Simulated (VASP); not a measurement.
The system is Os2Au.

```
CELL_PARAMETERS angstrom
4.09058 0.00000 0.00000
-2.04529 3.54255 0.00000
0.00000 0.00000 2.87717
ATOMIC_POSITIONS crystal
Os 0.33333 0.66667 0.50000
Os 0.66667 0.33333 0.50000
Au 0.00000 0.00000 0.00000
```

| Quantity | Value |
| --- | --- |
| Program | VASP 6.6.1 |
| Task | relaxation of cell and atoms |
| Functional | PBE |
| Potentials or basis | VASP PAW PBE potentials, release 64 (Os, Au) |
| Cutoff | 600 eV |
| k mesh | 6 × 6 × 6 |
| Occupations | gaussian, width 0.1 eV |
| Spin | no spin polarisation |

At the start: pressure 59.9 GPa; volume 13.90 Å³/atom.

Problem. How do energy, volume and symmetry change on relaxing?

Solution. Over 11 steps the energy falls by 401.7 meV/atom and the volume is 15.79 Å³/atom (+13.6 %); space group P6/mmm (No. 191, to 0.05 Å).

The path:
| step | energy change (eV) | largest force (eV/Å) | pressure (GPa) | volume (Å³) |
| --- | --- | --- | --- | --- |
| 1 | 0.0000 | 0.0000 | 59.87 | 41.69 |
| 2 | 5.5343 | 0.0000 | -35.08 | 81.13 |
| 3 | -1.0718 | 0.0000 | -11.42 | 50.39 |
| 4 | -1.1439 | 0.0000 | -3.61 | 48.80 |
| 5 | -1.1485 | 0.0000 | -0.76 | 48.30 |
| 6 | -1.1482 | 0.0000 | -1.55 | 48.44 |
| 7 | -1.1784 | 0.0000 | -1.11 | 48.02 |
| 8 | -1.2047 | 0.0000 | 0.80 | 47.23 |
| 9 | -1.2047 | 0.0000 | 0.66 | 47.27 |
| 10 | -1.2021 | 0.0000 | -2.26 | 47.73 |
| 11 | -1.2050 | 0.0000 | -0.03 | 47.38 |

Final structure:
```
CELL_PARAMETERS angstrom
4.42083 0.00000 0.00000
-2.21042 3.82855 0.00000
0.00000 0.00000 2.79911
ATOMIC_POSITIONS crystal
Os 0.33333 0.66667 0.50000
Os 0.66667 0.33333 0.50000
Au 0.00000 0.00000 0.00000
```

Caveat: the k points lie up to 0.37 Å⁻¹ apart in the final cell.
